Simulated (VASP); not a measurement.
# BN (P1) in VASP: notebook

The runs below take BN through single point, with PBE.

Everything below comes from runs of VASP 6.6.1. Logs are shortened: lines on timing, memory, paths and dates and some standing lists are left out, and cuts for length are marked.

## Step 1: The cell of the first run

The typed cell holds 4 atoms: a = 2.555 Å, b = 2.555 Å, c = 4.225 Å, α = 90.00°, β = 90.00°, γ = 120.00°.

## Step 2: Single point, PBE (atom 1 (B) moved +0.150 Å along Cartesian [1 1 0])

INCAR reads:

```
SYSTEM = BN
PREC = Accurate
ENCUT = 520
EDIFF = 1E-7
ISMEAR = 0
SIGMA = 0.05
LREAL = .False.
LASPH = .True.
NELM = 60
ALGO = Normal
ISIF = 2
LWAVE = .False.
LCHARG = .False.
GGA = PE
NBANDS = 16
```

KPOINTS reads:

```
Automatic mesh
0
Gamma
  12 12 6
  0 0 0
```

POSCAR reads:

```
BN
1.0
    2.5545800962      0.0000000000      0.0000000000
   -1.2772900481      2.2123312593      0.0000000000
    0.0000000000      0.0000000000      4.2245145363
B N
2 2
Direct
    0.7321581582      0.3812764326      0.9998058548
    0.3333333333      0.6666666667      0.4998058548
    0.6666666667      0.3333333333      0.6251941452
    0.3333333333      0.6666666667      0.1251941452
```

Potentials or basis: VASP PAW PBE potentials, release 64 (B, N).

Command:

```
$ cat potpaw_PBE.64/B/POTCAR potpaw_PBE.64/N/POTCAR > POTCAR
$ mpirun -np 1 vasp_std > vasp.out
```

OUTCAR:

```text
SYSTEM = BN
   PREC = Accurate
   ENCUT = 520
   EDIFF = 1E-7
   ISMEAR = 0
   LREAL = .False.
   LASPH = .True.
   NELM = 60
   ISIF = 2
   GGA = PE

 ion  position               nearest neighbor table
   1  0.732  0.381  1.000-   4 1.43   3 1.59   4 1.61   4 1.67
   2  0.333  0.667  0.500-   3 1.57   3 1.57   3 1.57   4 1.58
   3  0.667  0.333  0.625-   2 1.57   2 1.57   2 1.57   1 1.59
   4  0.333  0.667  0.125-   1 1.43   2 1.58   1 1.61   1 1.67

  LATTYP: Found a hexagonal cell.
 ALAT       =     2.5545800962
 C/A-ratio  =     1.6537021261

  Lattice vectors:

 A1 = (   2.5545800962,   0.0000000000,   0.0000000000)
 A2 = (  -1.2772900481,   2.2123312593,   0.0000000000)
 A3 = (   0.0000000000,   0.0000000000,   4.2245145363)

Analysis of symmetry for initial positions (statically):
=====================================================================
 Subroutine PRICEL returns:
 Original cell was already a primitive cell.

 Routine SETGRP: Setting up the symmetry group for a
 hexagonal supercell.

 Subroutine GETGRP returns: Found  1 space group operations
 (whereof  1 operations were pure point group operations)
 out of a pool of 24 trial point group operations.

The static configuration has the point symmetry C_1 .

Analysis of symmetry for dynamics (positions and initial velocities):
=====================================================================
 Subroutine PRICEL returns:
 Original cell was already a primitive cell.

 Routine SETGRP: Setting up the symmetry group for a
 hexagonal supercell.

 Subroutine GETGRP returns: Found  1 space group operations
 (whereof  1 operations were pure point group operations)
 out of a pool of 24 trial point group operations.

The dynamic configuration has the point symmetry C_1 .

 Subroutine INISYM returns: Found  1 space group operations
 (whereof  1 operations are pure point group operations),
 and found     1 'primitive' translations

----------------------------------------------------------------------------------------

                                     Primitive cell

  volume of cell :      23.8752

  direct lattice vectors                    reciprocal lattice vectors
     2.554580096  0.000000000  0.000000000     0.391453766  0.226005937  0.000000000
    -1.277290048  2.212331259  0.000000000     0.000000000  0.452011875  0.000000000
     0.000000000  0.000000000  4.224514536     0.000000000  0.000000000  0.236713590

  length of vectors
     2.554580096  2.554580096  4.224514536     0.452011875  0.452011875  0.236713590

  position of ions in fractional coordinates (direct lattice)
     0.732158158  0.381276433  0.999805855
     0.333333333  0.666666667  0.499805855
     0.666666667  0.333333333  0.625194145
     0.333333333  0.666666667  0.125194145

  ion indices of the primitive-cell ions
   primitive index   ion index
                 1           1
                 2           2
                 3           3
                 4           4

----------------------------------------------------------------------------------------

 KPOINTS: Automatic mesh

Automatic generation of k-mesh.
 Grid dimensions read from file:
 generate k-points for:   12   12    6

 Generating k-lattice:

  Cartesian coordinates                     Fractional coordinates (reciprocal lattice)
     0.032621147  0.018833828  0.000000000     0.083333333 -0.000000000  0.000000000
     0.000000000  0.037667656  0.000000000     0.000000000  0.083333333  0.000000000
     0.000000000  0.000000000  0.039452265     0.000000000  0.000000000  0.166666667

  Length of vectors
     0.037667656  0.037667656  0.039452265

  Shift w.r.t. Gamma in fractional coordinates (k-lattice)
     0.000000000  0.000000000  0.000000000

 Subroutine IBZKPT returns following result:
 ===========================================

 Found    436 irreducible k-points:

 Following reciprocal coordinates:
            Coordinates               Weight
  0.000000  0.000000  0.000000      1.000000
  0.083333  0.000000  0.000000      2.000000
  0.000000  0.083333  0.000000      2.000000
 -0.083333  0.083333  0.000000      2.000000
  0.166667 -0.000000  0.000000      2.000000
  0.000000  0.166667  0.000000      2.000000
[... 16 lines left out ...]
  0.166667  0.083333  0.000000      2.000000
 -0.083333  0.250000  0.000000      2.000000
 [... further k-points ...]
   k-points           NKPTS =    436   k-points in BZ     NKDIM =    436   number of bands    NBANDS=     16
   number of dos      NEDOS =    301   number of ions     NIONS =      4
   total plane-waves  NPLWV =  12800
   dimension x,y,z NGX =    20 NGY =   20 NGZ =   32
   dimension x,y,z NGXF=    40 NGYF=   40 NGZF=   64
   ions per type =               2   2
   NGX,Y,Z   is equivalent  to a cutoff of  13.02, 13.02, 12.59 a.u.
   NGXF,Y,Z  is equivalent  to a cutoff of  26.03, 26.03, 25.19 a.u.
 SYSTEM =  BN
   PREC   = accura    normal or accurate (medium, high low for compatibility)
   ISTART =      0    job   : 0-new  1-cont  2-samecut
   ICHARG =      2    charge: 1-file 2-atom 10-const
   ISPIN  =      1    spin polarized calculation?
   LNONCOLLINEAR =      F non collinear calculations
   LSORBIT =      F    spin-orbit coupling
   LASPH  =      T    aspherical Exc in radial PAW
   ENCUT  =  520.0 eV  38.22 Ry    6.18 a.u.   4.75  4.75  7.85*2*pi/ulx,y,z
   NELM   =     60;   NELMIN=  2; NELMDL= -5     # of ELM steps
   EDIFF  = 0.1E-06   stopping-criterion for ELM
   LREAL  =      F    real-space projection
   EDIFFG = 0.1E-05   stopping-criterion for IOM
   NSW    =      0    number of steps for IOM
   IBRION =     -1    ionic relax: 0-MD 1-quasi-New 2-CG
   NFREE  =      0    steps in history (QN), initial steepest desc. (CG)
   ISIF   =      2    stress and relaxation
   ISYM   =      2    0-nonsym 1-usesym 2-fastsym
   POTIM  = 0.5000    time-step for ionic-motion
   TEBEG  =    0.0;   TEEND  =   0.0 temperature during run
   PSTRESS=    0.0 pullay stress
   NELECT =      16.0000    total number of electrons
   NUPDOWN=      -1.0000    fix difference up-down
   EMIN   =  10.00;   EMAX   =-10.00  energy-range for DOS
   EFERMI =   0.00;   METHOD = LEGACY
   ISMEAR =     0;   SIGMA  =   0.05  broadening in eV -4-tet -1-fermi 0-gaus
   EFERMI_NEDOS =   21; number of points for ismear=-14 and -15
   IALGO  =     38    algorithm
   IMIX   =      4    mixing-type and parameters
     AMIX     =   0.40;   BMIX     =  1.00
     AMIX_MAG =   1.60;   BMIX_MAG =  1.00
  volume/ion in A,a.u.               =       5.97        40.28
  Fermi-wavevector in a.u.,A,eV,Ry     =   1.432625  2.707270 27.924811  2.052416
  Thomas-Fermi vector in A             =   2.552232
   LORBIT       =      0    0 simple, 1 ext, 2 COOP (PROOUT), +10 PAW based schemes
   GGA     = PE    functional components
   LHFCALC =     F    Hartree Fock is set to
   AEXX    =    0.0000 exact exchange contribution
   IVDW    =     0    specifies the selected vdW correction
   LEPSILON=     F    determine dielectric tensor
   LRPA    =     F    only Hartree local field effects (RPA)
 non-spin polarized calculation
 Gauss-broadening in eV      SIGMA  =   0.05
  energy-cutoff  :      520.00
  volume of cell :       23.88
 maximum number of plane-waves:       660
   NGX =  9   NGY =  9   NGZ = 15

 number of electron      16.0000000 magnetization

 Free energy of the ion-electron system (eV)
  ---------------------------------------------------
  ext. energy  EPLUGINS =         0.00000000
  ---------------------------------------------------
  free energy    TOTEN  =       -34.52937225 eV

  energy without entropy =      -34.52937225  energy(sigma->0) =      -34.52937225

 E-fermi :   8.2479     XC(G=0): -12.7604

 val. band max:        8.0302194732   @ k =   0.0000   0.0000   0.0000
 cond. band min:      12.5526414826   @ k =   0.3333   0.3333   0.0000
 fundamental gap:      4.5224220094
 Fermi energy:         8.2479265591

 k-point     1 :       0.0000    0.0000    0.0000
  band No.  band energies     occupation
      1     -12.8713      2.00000
      2      -8.7869      2.00000
      3      -3.3944      2.00000
      4       4.6171      2.00000
      5       5.7711      2.00000
      6       6.7418      2.00000
[... 8 lines left out ...]
     15      20.7007      0.00000
     16      23.4488      0.00000

 k-point     2 :       0.0833    0.0000    0.0000
  band No.  band energies     occupation
      1     -12.7226      2.00000
      2      -8.6739      2.00000
      3      -3.2458      2.00000
      4       4.0325      2.00000
      5       5.4498      2.00000
      6       6.3038      2.00000
[... 8 lines left out ...]
     15      20.7533      0.00000
     16      23.1916      0.00000

 k-point     3 :       0.0000    0.0833    0.0000
  band No.  band energies     occupation
      1     -12.7214      2.00000
      2      -8.6728      2.00000
      3      -3.2462      2.00000
      4       4.3109      2.00000
      5       5.1238      2.00000
      6       6.5176      2.00000
[... 8 lines left out ...]
     15      21.0318      0.00000
     16      23.2478      0.00000

 k-point     4 :      -0.0833    0.0833    0.0000
  band No.  band energies     occupation
      1     -12.7218      2.00000
      2      -8.6732      2.00000
      3      -3.2461      2.00000
      4       4.1992      2.00000
      5       5.2475      2.00000
      6       6.4654      2.00000
[... 8 lines left out ...]
     15      21.0176      0.00000
     16      23.2329      0.00000
[... 324 lines left out ...]
 k-point    22 :      -0.1667    0.0833    0.0000
  band No.  band energies     occupation
      1     -12.4270      2.00000
      2      -8.4553      2.00000
      3      -2.9517      2.00000
      4       3.1339      2.00000
      5       4.6445      2.00000
      6       5.6681      2.00000
[... 8 lines left out ...]
     15      21.2357      0.00000
     16      22.7910      0.00000

 k-point    23 :       0.1667    0.0833    0.0000
  band No.  band energies     occupation
      1     -11.8456      2.00000
      2      -8.0537      2.00000
      3      -2.3751      2.00000
      4       1.6684      2.00000
      5       3.4602      2.00000
      6       4.5144      2.00000
[... 8 lines left out ...]
     15      21.9239      0.00000
     16      22.8859      0.00000

 k-point    24 :      -0.0833    0.2500    0.0000
  band No.  band energies     occupation
      1     -11.8397      2.00000
      2      -8.0457      2.00000
      3      -2.3803      2.00000
      4       2.2033      2.00000
      5       3.0264      2.00000
      6       5.0256      2.00000
[... 8 lines left out ...]
     15      22.4474      0.00000
     16      22.9817      0.00000

 [... further k-points ...]
[... 5 lines left out ...]
  --------------------------------------------------------------------------------------
  -------------------------------------------------------------------------------------
  Total        1.0246008      0.4838762      0.2719327      0.5559156      0.2576001      0.5827501
  in kB       68.7572946     32.4711991     18.2484310     37.3055089     17.2866205     39.1062741
  external PRESSURE =      39.8256415 kB  Pullay stress =       0.0000000 kB

 VOLUME and BASIS-vectors are now :
 -----------------------------------------------------------------------------
  energy-cutoff  :      520.00
  volume of cell :       23.88
      direct lattice vectors                 reciprocal lattice vectors
     2.554580096  0.000000000  0.000000000     0.391453766  0.226005937  0.000000000
    -1.277290048  2.212331259  0.000000000     0.000000000  0.452011875  0.000000000
     0.000000000  0.000000000  4.224514536     0.000000000  0.000000000  0.236713590

 POSITION                                       TOTAL-FORCE (eV/Angst)
 -----------------------------------------------------------------------------------
      1.38336      0.84351      4.22369        -3.385170     -2.598463     -0.636349
     -0.00000      1.47489      2.11144         0.022392      0.016335     -0.031871
      1.27729      0.73744      2.64114         0.503664      0.506203      0.042001
     -0.00000      1.47489      0.52888         2.859115      2.075925      0.626219
 -----------------------------------------------------------------------------------
    total drift:                                0.000049      0.000029      0.000065

  FREE ENERGIE OF THE ION-ELECTRON SYSTEM (eV)
  ---------------------------------------------------
  free  energy   TOTEN  =       -34.5293722515 eV

  energy  without entropy=      -34.5293722515  energy(sigma->0) =      -34.52937225
```

Wall time 96 s (1 thread of Intel Xeon 6975P-C, shared host); peak memory 0.24 GiB.

What came out:

| Quantity | Value |
| --- | --- |
| Free energy | -34.5294 eV |
| Pressure | 4.0 GPa |
| Largest force | 4.315 eV/Å |
| Band gap on the k mesh | 4.52 eV, indirect (least direct gap 7.00 eV) |

Forces in eV/Å, atoms in the order of the input:
```
B   -3.385 -2.598 -0.636
B    0.022  0.016 -0.032
N    0.504  0.506  0.042
N    2.859  2.076  0.626
```

Stress tensor (GPa, compression positive):
```
6.88 3.73 3.91
3.73 3.25 1.73
3.91 1.73 1.82
```

Levels at points of the mesh, in eV from the valence-band top:
```
           k point  band 5  band 6  band 7  band 8  band 9  band 10  band 11  band 12
(0.00, 0.00, 0.00)   -2.26   -1.29   -0.60    0.00    7.00     7.73     8.03     9.00
(0.50, 0.00, 0.00)   -7.36   -5.34   -5.25   -2.41    6.20     7.46     9.88    10.90
(0.00, 0.50, 0.00)   -7.51   -5.71   -4.75   -2.85    5.64     7.08     9.86    10.94
(0.50, 0.50, 0.00)   -7.51   -5.53   -4.88   -2.63    5.43     7.09     9.95    11.07
(0.00, 0.00, 0.50)   -2.78   -1.78   -1.77   -0.69    7.64     8.38     8.85     9.25
(0.50, 0.00, 0.50)   -4.36   -4.26   -4.18   -3.78    5.66     6.05     9.19     9.99
(0.00, 0.50, 0.50)   -5.01   -4.39   -4.04   -3.76    5.66     6.03     8.74     9.32
(0.50, 0.50, 0.50)   -4.94   -4.41   -4.05   -3.51    5.50     5.96     8.87     9.28
```

Caveat: the cell differs from its parent crystal (atom 1 (B) moved +0.150 Å along Cartesian [1 1 0]); forces of over 1 eV/Å act on the atoms, so gaps and moduli don't describe the material at rest. A k mesh can miss the band edges.

## Step 3: Single point, PBE (atom 1 (B) moved +0.200 Å along Cartesian [1 1 0])

INCAR reads:

```
SYSTEM = BN
PREC     = Accurate       ! precision mode
ENCUT    = 520            ! plane-wave cutoff, eV
EDIFF    = 1E-6           ! SCF threshold, eV
ISMEAR   = 0              ! smearing method
SIGMA    = 0.05           ! smearing width, eV
LREAL    = .FALSE.        ! projectors in reciprocal space
LASPH    = .TRUE.         ! aspherical terms in the spheres
NELM     = 60             ! most SCF steps
ALGO     = Normal         ! electronic algorithm
ISIF     = 2              ! what is computed and relaxed
LWAVE    = .FALSE.        ! write WAVECAR
LCHARG   = .FALSE.        ! write CHGCAR
GGA      = PE             ! functional
NBANDS   = 16             ! bands
```

KPOINTS reads:

```
Automatic mesh
0
G
  12 12 6
  0 0 0
```

POSCAR, as its differences from that of step 2:

```diff
@@ -8,3 +8,3 @@
 Direct
-    0.7321581582      0.3812764326      0.9998058548
+    0.7539886554      0.3972574657      0.9998058548
     0.3333333333      0.6666666667      0.4998058548
```

Potentials or basis: VASP PAW PBE potentials, release 64 (B, N).

Command:

```
$ cat potpaw_PBE.64/B/POTCAR potpaw_PBE.64/N/POTCAR > POTCAR
$ mpirun -np 1 vasp_std > vasp.out
```

It took 74 s on 1 thread of Intel Xeon Platinum 8488C (Sapphire Rapids), shared host; peak memory 0.24 GiB.

Results (log left out):

```yaml
Free_energy: -34.2766 eV
Pressure: 7.2 GPa
Largest_force: 6.105 eV/Å
Band_gap_on_the_k_mesh: 4.29 eV, indirect (least direct gap 6.62 eV)
```

Forces on the atoms (eV/Å):
```
B   -4.887 -3.464 -1.178
B    0.034  0.023 -0.051
N    0.667  0.671  0.067
N    4.186  2.770  1.163
```

Stress tensor (GPa, compression positive):
```
12.00  6.19  6.36
 6.19  6.27  2.38
 6.36  2.38  3.32
```

Levels at points of the mesh, in eV from the valence-band top:
| k point | band 4 | band 5 | band 6 | band 7 | band 8 | band 9 | band 10 | band 11 | band 12 | band 13 |
| --- | --- | --- | --- | --- | --- | --- | --- | --- | --- | --- |
| (0.00, 0.00, 0.00) | -3.85 | -2.34 | -1.61 | -0.71 | 0.00 | 6.62 | 7.40 | 7.83 | 8.90 | 9.78 |
| (0.50, 0.00, 0.00) | -9.00 | -7.50 | -5.53 | -5.44 | -2.52 | 6.05 | 7.29 | 9.72 | 10.71 | 12.90 |
| (0.00, 0.50, 0.00) | -8.25 | -7.70 | -5.92 | -4.86 | -3.03 | 5.19 | 6.81 | 9.56 | 10.90 | 11.49 |
| (0.50, 0.50, 0.00) | -8.41 | -7.71 | -5.67 | -5.02 | -2.72 | 4.82 | 6.85 | 9.76 | 10.90 | 12.01 |
| (0.00, 0.00, 0.50) | -6.48 | -3.19 | -1.96 | -1.95 | -0.56 | 7.05 | 7.94 | 8.71 | 9.07 | 9.21 |
| (0.50, 0.00, 0.50) | -10.77 | -4.56 | -4.48 | -4.34 | -3.83 | 5.35 | 5.90 | 8.95 | 10.00 | 13.05 |
| (0.00, 0.50, 0.50) | -10.39 | -5.42 | -4.59 | -4.19 | -3.77 | 5.29 | 5.86 | 8.33 | 9.10 | 13.30 |
| (0.50, 0.50, 0.50) | -10.59 | -5.30 | -4.63 | -4.19 | -3.43 | 4.99 | 5.77 | 8.49 | 9.09 | 13.31 |

Caveat: the cell differs from its parent crystal (atom 1 (B) moved +0.200 Å along Cartesian [1 1 0]); forces of over 1 eV/Å act on the atoms, so gaps and moduli don't describe the material at rest. A k mesh can miss the band edges.

## Step 4: Single point, PBE (atom 1 (B) moved -0.200 Å along Cartesian [1 1 0])

INCAR reads:

```
  ALGO = Normal
  EDIFF = 1E-6
  ENCUT = 520
  GGA = PE
  ISIF = 2
  ISMEAR = 0
  LASPH = T
  LCHARG = F
  LREAL = F
  LWAVE = F
  NBANDS = 16
  NELM = 100
  PREC = Accurate
  SIGMA = 0.05
```

KPOINTS reads:

```
k-points
0
Gamma
  12 12 6
```

POSCAR, as its differences from that of step 3:

```diff
@@ -8,3 +8,3 @@
 Direct
-    0.7539886554      0.3972574657      0.9998058548
+    0.5793446780      0.2694092010      0.9998058548
     0.3333333333      0.6666666667      0.4998058548
```

Command:

```
$ cat potpaw_PBE.64/B/POTCAR potpaw_PBE.64/N/POTCAR > POTCAR
$ mpirun -np 1 vasp_std > vasp.out
```

It took 79 s on 1 thread of Intel Xeon Platinum 8488C (Sapphire Rapids), shared host; peak memory 0.24 GiB.

The run converged. Its results:

* Free energy: -34.4089 eV
* Pressure: 5.3 GPa
* Largest force: 4.108 eV/Å
* Band gap on the k mesh: 4.16 eV, indirect (least direct gap 6.38 eV)

Forces on the atoms (eV/Å):
```
B    2.061  3.445 -0.873
B   -0.011 -0.022 -0.058
N   -0.679 -0.674  0.086
N   -1.371 -2.749  0.844
```

Stress tensor (GPa, compression positive):
```
 4.65  1.03  1.60
 1.03  9.15 -2.25
 1.60 -2.25  2.07
```

Levels at points of the mesh, in eV from the valence-band top:
```csv
k point,band 6,band 7,band 8,band 9,band 10,band 11
"(0.00, 0.00, 0.00)",-1.51,-1.12,0.00,6.38,7.55,8.05
"(0.50, 0.00, 0.00)",-6.26,-4.83,-3.37,5.55,6.73,9.58
"(0.00, 0.50, 0.00)",-5.61,-5.43,-2.58,5.41,6.94,9.82
"(0.50, 0.50, 0.00)",-5.62,-5.28,-2.61,4.84,6.82,9.81
"(0.00, 0.00, 0.50)",-2.05,-2.04,-0.57,6.71,8.58,8.70
"(0.50, 0.00, 0.50)",-4.63,-4.37,-4.14,5.46,5.92,8.04
"(0.00, 0.50, 0.50)",-4.66,-4.42,-3.59,5.16,5.67,8.45
"(0.50, 0.50, 0.50)",-4.71,-4.33,-3.41,4.92,5.63,8.33
```

Caveat: the cell differs from its parent crystal (atom 1 (B) moved -0.200 Å along Cartesian [1 1 0]); forces of over 1 eV/Å act on the atoms, so gaps and moduli don't describe the material at rest.
